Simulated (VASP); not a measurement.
# AlCo in VASP: a series of runs

Runs on AlCo. Level: PBE. Tasks: single point, relaxation of the atoms.

Program: VASP 6.6.1. These are calculated values, not measurements. Logs are shortened: lines on timing, memory, paths and dates and some standing lists are left out, and cuts for length are marked.

## (1) The cell of the first run

The typed cell holds 2 atoms: a = 2.819 Å, b = 2.819 Å, c = 2.819 Å, α = 90.00°, β = 90.00°, γ = 90.00°.

## (2) Single point, PBE, collinear spin, ferromagnetic start

Contents of INCAR:

```
ALGO = Normal
EDIFF = 1E-6
ENCUT = 520
GGA = PE
ISIF = 2
ISMEAR = -1
ISPIN = 2
LASPH = True
LCHARG = False
LMAXMIX = 4
LORBIT = 11
LREAL = False
LWAVE = False
MAGMOM = 0 1.8
NBANDS = 17
NELM = 150
PREC = Accurate
SIGMA = 0.1
```

Contents of KPOINTS:

```
k-points
0
Gamma
  6 6 6
```

Contents of POSCAR:

```
AlCo
1.0
    2.8194000000      0.0000000000      0.0000000000
    0.0000000000      2.8194000000      0.0000000000
    0.0000000000      0.0000000000      2.8194000000
Al Co
1 1
Direct
    0.0088795652      0.0088795652      0.0000000000
    0.5088504348      0.5088504348      0.5000000000
```

Potentials or basis: VASP PAW PBE potentials, release 64 (Al, Co).

On the command line:

```console
$ cat potpaw_PBE.64/Al/POTCAR potpaw_PBE.64/Co/POTCAR > POTCAR
$ mpirun -np 1 vasp_std > vasp.out
```

OUTCAR:

```text
EDIFF = 1E-6
   ENCUT = 520
   GGA = PE
   ISIF = 2
   ISMEAR = -1
   ISPIN = 2
   LASPH = True
   LORBIT = 11
   LREAL = False
   NELM = 150
   PREC = Accurate

 ion  position               nearest neighbor table
   1  0.009  0.009  0.000-   2 2.44   2 2.44   2 2.44   2 2.44   2 2.44   2 2.44   2 2.44   2 2.44

   2  0.509  0.509  0.500-   1 2.44   1 2.44   1 2.44   1 2.44   1 2.44   1 2.44   1 2.44   1 2.44

  LATTYP: Found a simple cubic cell.
 ALAT       =     2.8194000000

  Lattice vectors:

 A1 = (   2.8194000000,   0.0000000000,   0.0000000000)
 A2 = (   0.0000000000,   2.8194000000,   0.0000000000)
 A3 = (   0.0000000000,   0.0000000000,   2.8194000000)

Analysis of symmetry for initial positions (statically):
=====================================================================
 Subroutine PRICEL returns:
 Original cell was already a primitive cell.

 Routine SETGRP: Setting up the symmetry group for a
 simple cubic supercell.

 Subroutine GETGRP returns: Found  4 space group operations
 (whereof  4 operations were pure point group operations)
 out of a pool of 48 trial point group operations.

The static configuration has the point symmetry C_2v.

Analysis of symmetry for dynamics (positions and initial velocities):
=====================================================================
 Subroutine PRICEL returns:
 Original cell was already a primitive cell.

 Routine SETGRP: Setting up the symmetry group for a
 simple cubic supercell.

 Subroutine GETGRP returns: Found  4 space group operations
 (whereof  4 operations were pure point group operations)
 out of a pool of 48 trial point group operations.

The dynamic configuration has the point symmetry C_2v.

Analysis of structural, dynamic, and magnetic symmetry:
=====================================================================
 Subroutine PRICEL returns:
 Original cell was already a primitive cell.

 Routine SETGRP: Setting up the symmetry group for a
 simple cubic supercell.

 Subroutine GETGRP returns: Found  4 space group operations
 (whereof  4 operations were pure point group operations)
 out of a pool of 48 trial point group operations.

The overall configuration has the point symmetry C_2v.

 Subroutine INISYM returns: Found  4 space group operations
 (whereof  4 operations are pure point group operations),
 and found     1 'primitive' translations

----------------------------------------------------------------------------------------

                                     Primitive cell

  volume of cell :      22.4115

  direct lattice vectors                    reciprocal lattice vectors
     2.819400000  0.000000000  0.000000000     0.354685394  0.000000000  0.000000000
     0.000000000  2.819400000  0.000000000     0.000000000  0.354685394  0.000000000
     0.000000000  0.000000000  2.819400000     0.000000000  0.000000000  0.354685394

  length of vectors
     2.819400000  2.819400000  2.819400000     0.354685394  0.354685394  0.354685394

  position of ions in fractional coordinates (direct lattice)
     0.008879565  0.008879565  0.000000000
     0.508850435  0.508850435  0.500000000

  ion indices of the primitive-cell ions
   primitive index   ion index
                 1           1
                 2           2

----------------------------------------------------------------------------------------

 KPOINTS: k-points

Automatic generation of k-mesh.
 Grid dimensions read from file:
 generate k-points for:    6    6    6

 Generating k-lattice:

  Cartesian coordinates                     Fractional coordinates (reciprocal lattice)
     0.059114232  0.000000000  0.000000000     0.166666667  0.000000000  0.000000000
     0.000000000  0.059114232  0.000000000     0.000000000  0.166666667  0.000000000
     0.000000000  0.000000000  0.059114232     0.000000000  0.000000000  0.166666667

  Length of vectors
     0.059114232  0.059114232  0.059114232

  Shift w.r.t. Gamma in fractional coordinates (k-lattice)
     0.000000000  0.000000000  0.000000000

 Subroutine IBZKPT returns following result:
 ===========================================

 Found     52 irreducible k-points:

 Following reciprocal coordinates:
            Coordinates               Weight
  0.000000  0.000000  0.000000      1.000000
  0.166667  0.000000  0.000000      4.000000
  0.000000  0.000000  0.166667      2.000000
  0.333333  0.000000  0.000000      4.000000
  0.000000  0.000000  0.333333      2.000000
  0.500000  0.000000  0.000000      2.000000
[... 16 lines left out ...]
  0.333333  0.000000  0.500000      4.000000
  0.500000  0.500000  0.000000      1.000000
 [... further k-points ...]
   k-points           NKPTS =     52   k-points in BZ     NKDIM =     52   number of bands    NBANDS=     17
   number of dos      NEDOS =    301   number of ions     NIONS =      2
   total plane-waves  NPLWV =  13824
   dimension x,y,z NGX =    24 NGY =   24 NGZ =   24
   dimension x,y,z NGXF=    48 NGYF=   48 NGZF=   48
   ions per type =               1   1
   NGX,Y,Z   is equivalent  to a cutoff of  14.15, 14.15, 14.15 a.u.
   NGXF,Y,Z  is equivalent  to a cutoff of  28.30, 28.30, 28.30 a.u.
 SYSTEM =  unknown system
   PREC   = accura    normal or accurate (medium, high low for compatibility)
   ISTART =      0    job   : 0-new  1-cont  2-samecut
   ICHARG =      2    charge: 1-file 2-atom 10-const
   ISPIN  =      2    spin polarized calculation?
   LNONCOLLINEAR =      F non collinear calculations
   LSORBIT =      F    spin-orbit coupling
   LASPH  =      T    aspherical Exc in radial PAW
   ENCUT  =  520.0 eV  38.22 Ry    6.18 a.u.   5.24  5.24  5.24*2*pi/ulx,y,z
   NELM   =    150;   NELMIN=  2; NELMDL= -5     # of ELM steps
   EDIFF  = 0.1E-05   stopping-criterion for ELM
   LREAL  =      F    real-space projection
   EDIFFG = 0.1E-04   stopping-criterion for IOM
   NSW    =      0    number of steps for IOM
   IBRION =     -1    ionic relax: 0-MD 1-quasi-New 2-CG
   NFREE  =      0    steps in history (QN), initial steepest desc. (CG)
   ISIF   =      2    stress and relaxation
   ISYM   =      2    0-nonsym 1-usesym 2-fastsym
   POTIM  = 0.5000    time-step for ionic-motion
   TEBEG  =    0.0;   TEEND  =   0.0 temperature during run
   PSTRESS=    0.0 pullay stress
   NELECT =      12.0000    total number of electrons
   NUPDOWN=      -1.0000    fix difference up-down
   EMIN   =  10.00;   EMAX   =-10.00  energy-range for DOS
   EFERMI =   0.00;   METHOD = LEGACY
   ISMEAR =    -1;   SIGMA  =   0.10  broadening in eV -4-tet -1-fermi 0-gaus
   EFERMI_NEDOS =   21; number of points for ismear=-14 and -15
   IALGO  =     38    algorithm
   IMIX   =      4    mixing-type and parameters
     AMIX     =   0.40;   BMIX     =  1.00
     AMIX_MAG =   1.60;   BMIX_MAG =  1.00
  volume/ion in A,a.u.               =      11.21        75.62
  Fermi-wavevector in a.u.,A,eV,Ry     =   1.329368  2.512141 24.044478  1.767219
  Thomas-Fermi vector in A             =   2.458536
   LORBIT       =     11    0 simple, 1 ext, 2 COOP (PROOUT), +10 PAW based schemes
   GGA     = PE    functional components
   LHFCALC =     F    Hartree Fock is set to
   AEXX    =    0.0000 exact exchange contribution
   IVDW    =     0    specifies the selected vdW correction
   LEPSILON=     F    determine dielectric tensor
   LRPA    =     F    only Hartree local field effects (RPA)
 spin polarized calculation
  energy-cutoff  :      520.00
  volume of cell :       22.41
 maximum number of plane-waves:       624
 NGX is ok and might be reduce to    24
   NGX = 11   NGY = 11   NGZ = 11

 number of electron      12.0000000 magnetization       0.0016284

 number of electron      12.0000000 magnetization      -0.0000528

 Free energy of the ion-electron system (eV)
  ---------------------------------------------------
  ext. energy  EPLUGINS =         0.00000000
  ---------------------------------------------------
  free energy    TOTEN  =       -11.98575066 eV

  energy without entropy =      -11.95181466  energy(sigma->0) =      -11.96878266

 E-fermi :  11.0165     XC(G=0): -12.4226

 val. band max:       10.8263259842   @ k =   0.5000   0.5000   0.5000
 cond. band min:      11.0588791996   @ k =   0.5000   0.3333   0.0000
 fundamental gap:      0.2325532155
 Fermi energy:        11.0164734612

 spin component 1

 k-point     1 :       0.0000    0.0000    0.0000
  band No.  band energies     occupation
      1      -0.2803      1.00000
      2       7.9211      1.00000
      3       7.9211      1.00000
      4      10.1515      0.99982
      5      10.1515      0.99982
      6      10.1515      0.99982
[... 9 lines left out ...]
     16      34.9892      0.00000
     17      34.9892      0.00000
[... 441 lines left out ...]
 k-point    24 :       0.5000    0.5000    0.0000
  band No.  band energies     occupation
      1       5.6230      1.00000
      2       7.8400      1.00000
      3       8.2696      1.00000
      4       8.2696      1.00000
      5       9.4511      1.00000
      6       9.4511      1.00000
[... 9 lines left out ...]
     16      30.0846      0.00000
     17      36.7041      0.00000

 [... further k-points ...]

 spin component 2

 k-point     1 :       0.0000    0.0000    0.0000
  band No.  band energies     occupation
      1      -0.2803      1.00000
      2       7.9210      1.00000
      3       7.9210      1.00000
      4      10.1515      0.99982
      5      10.1515      0.99982
      6      10.1515      0.99982
[... 9 lines left out ...]
     16      34.9892      0.00000
     17      34.9892      0.00000
[... 441 lines left out ...]
 k-point    24 :       0.5000    0.5000    0.0000
  band No.  band energies     occupation
      1       5.6230      1.00000
      2       7.8400      1.00000
      3       8.2696      1.00000
      4       8.2696      1.00000
      5       9.4511      1.00000
      6       9.4511      1.00000
[... 9 lines left out ...]
     16      30.0847      0.00000
     17      36.7040      0.00000

 [... further k-points ...]
[... 5 lines left out ...]
  --------------------------------------------------------------------------------------
  -------------------------------------------------------------------------------------
  Total        0.9777018      0.9777018      0.9777477      0.0000079      0.0000000      0.0000000
  in kB       69.8951284     69.8951284     69.8984101      0.0005661      0.0000000      0.0000000
  external PRESSURE =      69.8962223 kB  Pullay stress =       0.0000000 kB

 VOLUME and BASIS-vectors are now :
 -----------------------------------------------------------------------------
  energy-cutoff  :      520.00
  volume of cell :       22.41
      direct lattice vectors                 reciprocal lattice vectors
     2.819400000  0.000000000  0.000000000     0.354685394  0.000000000  0.000000000
     0.000000000  2.819400000  0.000000000     0.000000000  0.354685394  0.000000000
     0.000000000  0.000000000  2.819400000     0.000000000  0.000000000  0.354685394

 POSITION                                       TOTAL-FORCE (eV/Angst)
 -----------------------------------------------------------------------------------
      0.02504      0.02504      0.00000        -0.000685     -0.000685      0.000000
      1.43465      1.43465      1.40970         0.000685      0.000685      0.000000
 -----------------------------------------------------------------------------------
    total drift:                                0.000013      0.000013      0.000002

  FREE ENERGIE OF THE ION-ELECTRON SYSTEM (eV)
  ---------------------------------------------------
  free  energy   TOTEN  =       -11.9857506629 eV

  energy  without entropy=      -11.9518146617  energy(sigma->0) =      -11.96878266

 total charge

# of ion       s       p       d       tot
------------------------------------------
    1        0.399   0.445   0.000   0.844
    2        0.447   0.531   7.536   8.514
--------------------------------------------------
tot          0.846   0.976   7.536   9.358

 magnetization (x)

# of ion       s       p       d       tot
------------------------------------------
    1       -0.000   0.000   0.000   0.000
    2       -0.000   0.000  -0.000  -0.000
--------------------------------------------------
tot         -0.000   0.000  -0.000  -0.000
```

Run time: 28 s. Hardware: 1 thread of Intel Xeon Platinum 8488C (Sapphire Rapids), shared host; peak memory 0.17 GiB.

What came out:

```
Free energy                                           : -11.9858 eV
Pressure                                              : 7.0 GPa
Band gap on the k mesh                                : zero (filled and empty bands overlap)
Net moment                                            : 0.00 μB per cell
Valence electrons inside the program's atomic spheres : Al 0.84; Co 8.51
```

Caveat: the k points lie up to 0.37 Å⁻¹ apart; the starting moments collapsed, and a magnetic state may lie lower.

## (3) Single point, PBE, collinear spin, ferromagnetic start

Contents of INCAR:

```
SYSTEM = AlCo
PREC     = Accurate       ! precision mode
ENCUT    = 520            ! plane-wave cutoff, eV
EDIFF    = 1E-6           ! SCF threshold, eV
ISMEAR   = -1             ! smearing method
SIGMA    = 0.1            ! smearing width, eV
LREAL    = .False.        ! projectors in reciprocal space
LASPH    = .True.         ! aspherical terms in the spheres
NELM     = 150            ! most SCF steps
ALGO     = Normal         ! electronic algorithm
ISIF     = 2              ! what is computed and relaxed
LWAVE    = .False.        ! write WAVECAR
LCHARG   = .False.        ! write CHGCAR
ISPIN    = 2              ! spin polarisation
MAGMOM   = 0 1.8          ! initial moments
LORBIT   = 11             ! projections on sites
LMAXMIX  = 4              ! l up to which the mixer works
GGA      = PE             ! functional
NBANDS   = 17             ! bands
```

Contents of KPOINTS:

```
regular mesh
0
Gamma
  6 6 6
  0 0 0
```

POSCAR is that of step 2.

Potentials or basis: VASP PAW PBE potentials, release 64 (Al, Co).

On the command line:

```console
$ cat potpaw_PBE.64/Al/POTCAR potpaw_PBE.64/Co/POTCAR > POTCAR
$ mpirun -np 1 vasp_std > vasp.out
```

OUTCAR:

```text
SYSTEM = AlCo
   PREC = Accurate
   ENCUT = 520
   EDIFF = 1E-6
   ISMEAR = -1
   LREAL = .False.
   LASPH = .True.
   NELM = 150
   ISIF = 2
   ISPIN = 2
   LORBIT = 11
   GGA = PE

 ion  position               nearest neighbor table
   1  0.009  0.009  0.000-   2 2.44   2 2.44   2 2.44   2 2.44   2 2.44   2 2.44   2 2.44   2 2.44

   2  0.509  0.509  0.500-   1 2.44   1 2.44   1 2.44   1 2.44   1 2.44   1 2.44   1 2.44   1 2.44

  LATTYP: Found a simple cubic cell.
 ALAT       =     2.8194000000

  Lattice vectors:

 A1 = (   2.8194000000,   0.0000000000,   0.0000000000)
 A2 = (   0.0000000000,   2.8194000000,   0.0000000000)
 A3 = (   0.0000000000,   0.0000000000,   2.8194000000)

Analysis of symmetry for initial positions (statically):
=====================================================================
 Subroutine PRICEL returns:
 Original cell was already a primitive cell.

 Routine SETGRP: Setting up the symmetry group for a
 simple cubic supercell.

 Subroutine GETGRP returns: Found  4 space group operations
 (whereof  4 operations were pure point group operations)
[... 674 lines left out ...]
  band No.  band energies     occupation
      1      -0.2803      1.00000
      2       7.9210      1.00000
      3       7.9210      1.00000
      4      10.1515      0.99982
      5      10.1515      0.99982
      6      10.1515      0.99982
[... 459 lines left out ...]
      6       9.4511      1.00000
[... 9 lines left out ...]
     16      30.0847      0.00000
     17      36.7040      0.00000

 [... further k-points ...]
[... 5 lines left out ...]
  --------------------------------------------------------------------------------------
  -------------------------------------------------------------------------------------
  Total        0.9777018      0.9777018      0.9777477      0.0000079      0.0000000      0.0000000
  in kB       69.8951284     69.8951284     69.8984101      0.0005661      0.0000000      0.0000000
  external PRESSURE =      69.8962223 kB  Pullay stress =       0.0000000 kB

 VOLUME and BASIS-vectors are now :
 -----------------------------------------------------------------------------
  energy-cutoff  :      520.00
  volume of cell :       22.41
      direct lattice vectors                 reciprocal lattice vectors
     2.819400000  0.000000000  0.000000000     0.354685394  0.000000000  0.000000000
     0.000000000  2.819400000  0.000000000     0.000000000  0.354685394  0.000000000
     0.000000000  0.000000000  2.819400000     0.000000000  0.000000000  0.354685394

 POSITION                                       TOTAL-FORCE (eV/Angst)
 -----------------------------------------------------------------------------------
      0.02504      0.02504      0.00000        -0.000685     -0.000685      0.000000
      1.43465      1.43465      1.40970         0.000685      0.000685      0.000000
 -----------------------------------------------------------------------------------
    total drift:                                0.000013      0.000013      0.000002

  FREE ENERGIE OF THE ION-ELECTRON SYSTEM (eV)
  ---------------------------------------------------
  free  energy   TOTEN  =       -11.9857506629 eV

  energy  without entropy=      -11.9518146617  energy(sigma->0) =      -11.96878266

 total charge

# of ion       s       p       d       tot
------------------------------------------
    1        0.399   0.445   0.000   0.844
    2        0.447   0.531   7.536   8.514
--------------------------------------------------
tot          0.846   0.976   7.536   9.358

 magnetization (x)

# of ion       s       p       d       tot
------------------------------------------
    1       -0.000   0.000   0.000   0.000
    2       -0.000   0.000  -0.000  -0.000
--------------------------------------------------
tot         -0.000   0.000  -0.000  -0.000
```

OSZICAR:

```text
N       E                     dE             d eps       ncg     rms          rms(c)
DAV:   1     0.393060985311E+02    0.39306E+02   -0.47144E+03  3584   0.707E+02
DAV:   2    -0.111790535628E+02   -0.50485E+02   -0.44849E+02  3938   0.152E+02
DAV:   3    -0.132817058570E+02   -0.21027E+01   -0.20666E+01  4328   0.331E+01
DAV:   4    -0.133122143601E+02   -0.30509E-01   -0.30487E-01  4310   0.354E+00
[... 10 lines left out ...]
DAV:  15    -0.119857136867E+02   -0.97138E-04   -0.99263E-04  3747   0.220E-01    0.344E-02
DAV:  16    -0.119857460647E+02   -0.32378E-04   -0.13489E-03  4297   0.256E-01    0.706E-03
DAV:  17    -0.119857504404E+02   -0.43757E-05   -0.25205E-05  4492   0.397E-02    0.482E-03
DAV:  18    -0.119857505624E+02   -0.12209E-06   -0.10111E-05  3268   0.226E-02    0.161E-03
DAV:  19    -0.119857506629E+02   -0.10046E-06   -0.12325E-06  1861   0.858E-03
   1 F= -.11985751E+02 E0= -.11968783E+02  d E =-.339360E-01  mag=    -0.0001
```

stdout:

```text
POSCAR found type information on POSCAR AlCo
 POSCAR found :  2 types and       2 ions
 scaLAPACK will be used
 LDA part: xc-table for (Slater+PW92), standard interpolation
 POSCAR, INCAR and KPOINTS ok, starting setup
 FFT: planning ... GRIDC
 FFT: planning ... GRID_SOFT
 FFT: planning ... GRID
 WAVECAR not read
 entering main loop
```

It took 33 s on 1 thread of Intel Xeon Platinum 8488C (Sapphire Rapids), shared host; peak memory 0.16 GiB.

Results:

* Free energy: -11.9858 eV
* Pressure: 7.0 GPa
* Band gap on the k mesh: zero (filled and empty bands overlap)
* Net moment: 0.00 μB per cell
* Valence electrons inside the program's atomic spheres: Al 0.84; Co 8.51

Caveat: the k points lie up to 0.37 Å⁻¹ apart; the starting moments collapsed, and a magnetic state may lie lower.

[end of part 1 of 2]
